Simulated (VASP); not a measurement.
Rb, 2 atoms in the cell. Symmetry: P6_3/mmc, No. 194, hexagonal system. The conventional cell has a = 4.971 Å, b = 4.971 Å, c = 8.097 Å, α = 90.00°, β = 90.00°, γ = 120.00°. 

* Program: VASP 6.6.1
* Task: single point
* Functional: PBEsol
* Potentials or basis: VASP PAW PBE potentials, release 64 (Rb_sv)
* Cutoff: 520 eV
* k mesh: 12 × 12 × 6
* Occupations: gaussian, width 0.1 eV
* Spin: no spin polarisation
* Dipole correction: no
* Further INCAR settings: ALGO = Fast; EDIFF = 1e-06; NBANDS = 16

Potentials or basis: VASP PAW PBE potentials, release 64 (Rb_sv).

Run with:

```bash
$ cat potpaw_PBE.64/Rb_sv/POTCAR > POTCAR
$ mpirun -np 1 vasp_std > vasp.out
```

Hardware: 1 thread of Intel(R) Xeon(R) Platinum 8259CL CPU @ 2.50GHz (Skylake/Cascade Lake), with other jobs on the host.

Question: How long does it take, and how much memory?

Answer: It took 3.3 min on 1 thread of Intel(R) Xeon(R) Platinum 8259CL CPU @ 2.50GHz (Skylake/Cascade Lake), with other jobs on the host, peak memory 0.39 GiB. Counts: scf iterations 11, k points 76.
